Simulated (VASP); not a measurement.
Wanted: the native input for a VASP 6.6.1 run.

| Item | Value |
| --- | --- |
| Task | single point |
| Functional | PBE |
| Potentials or basis | VASP PAW PBE potentials, release 64 (W_sv, C) |
| Cutoff | 520 eV |
| k mesh | 2 × 2 × 2 |
| Occupations | fermi-dirac, width 0.24 eV |
| Spin | no spin polarisation |
| Dipole correction | no |
| Further INCAR settings | LREAL = Auto; ALGO = Normal; EDIFF = 1e-06; NBANDS = 86 |

The structure of WC lies in POSCAR:

```
WC
1.0
   -2.9713940000     -5.1466060000      0.0000000000
    4.4570910000     -2.5733030000      0.0000000000
    0.0000000000      0.0000000000      5.8387320000
W C
8 8
Direct
    0.7318679605      0.5259636985     -0.0148319875
    0.7700021946      0.5060430449      0.5118919656
    0.4991044839     -0.0038060545      0.0167330852
    0.5273594064      0.0105657650      0.4929323696
    0.2289069906      0.5485579851     -0.0176236895
    0.2267885678      0.4554491236      0.5163792412
   -0.0248068726      0.0467769242      0.0090944404
    0.0188915122     -0.0185470465      0.4871263144
    0.4762887711      0.6632446133      0.2752995000
    0.4423725183      0.6404542889      0.7075166320
    0.2256334234      0.2061761361      0.2146185165
    0.2133147582      0.1261231132      0.7767097377
   -0.0525113566      0.7031644788      0.2507736269
   -0.0469949636      0.6945021870      0.7517214354
    0.7380924535      0.1393652245      0.2449333177
    0.7508237743      0.1990072130      0.7774119449
```

These files were run (other wordings do the same):

INCAR

```
PREC = Accurate
ENCUT = 520
EDIFF = 1E-6
ISMEAR = -1
SIGMA = 0.24
LREAL = Auto
LASPH = T
NELM = 60
ALGO = Normal
ISIF = 2
LWAVE = F
LCHARG = F
GGA = PE
NBANDS = 86
```

KPOINTS

```
Automatic mesh
0
Gamma
  2 2 2
```

Potentials or basis: VASP PAW PBE potentials, release 64 (W_sv, C).

Command:

```console
$ cat potpaw_PBE.64/W_sv/POTCAR potpaw_PBE.64/C/POTCAR > POTCAR
$ mpirun -np 1 vasp_std > vasp.out
```

Results of the run:

- Pressure: -1.5 GPa
- Largest force: 5.958 eV/Å
- Band gap on the k mesh: zero (bands 72 and 73 overlap by 0.31 eV)

Caveat: the k points lie up to 0.61 Å⁻¹ apart; spin-orbit coupling is left out, which moves the levels of the heavy elements; forces of over 1 eV/Å act on the atoms, so gaps and moduli don't describe the material at rest.

It took 7.9 min on 1 thread of Intel Xeon 8259CL, with other jobs on the host, peak memory 0.33 GiB.
